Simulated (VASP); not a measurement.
Bi: single point with LDA

Bi, a slab with vacuum:

```xyz
2
Lattice="4.2084 0.0000 0.0000 -2.1042 3.6446 0.0000 0.0000 0.0000 28.0000" Properties=species:S:1:pos:R:3 pbc="T T T"
Bi    0.0000    2.4297   14.8575
Bi    2.1042    1.2149   13.1425
```

| Quantity | Value |
| --- | --- |
| Program | VASP 6.6.1 |
| Task | single point |
| Functional | LDA |
| Potentials or basis | VASP PAW LDA potentials, release 64 (Bi_d) |
| Cutoff | 520 eV |
| k mesh | 9 × 9 × 1 |
| Occupations | gaussian, width 0.02 eV |
| Spin | no spin polarisation |

| Property | Result |
| --- | --- |
| Largest force | 0.049 eV/Å |

Forces on the atoms (eV/Å):
```
Bi   0.000  0.000  0.049
Bi   0.000  0.000 -0.049
```

Levels at points of the mesh, in eV from the Fermi level:
```tsv
k point	band 11	band 12	band 13	band 14	band 15	band 16	band 17	band 18	band 19	band 20
(0.00, 0.00, 0.00)	-13.04	-8.71	-1.21	-0.14	-0.14	0.43	2.49	2.49	3.72	3.82
```

Run time: 3.7 min on 1 thread of AMD EPYC 7R13 (shared host), peak memory 0.36 GiB.

Caveat: spin-orbit coupling is left out, which moves the levels of the heavy elements.
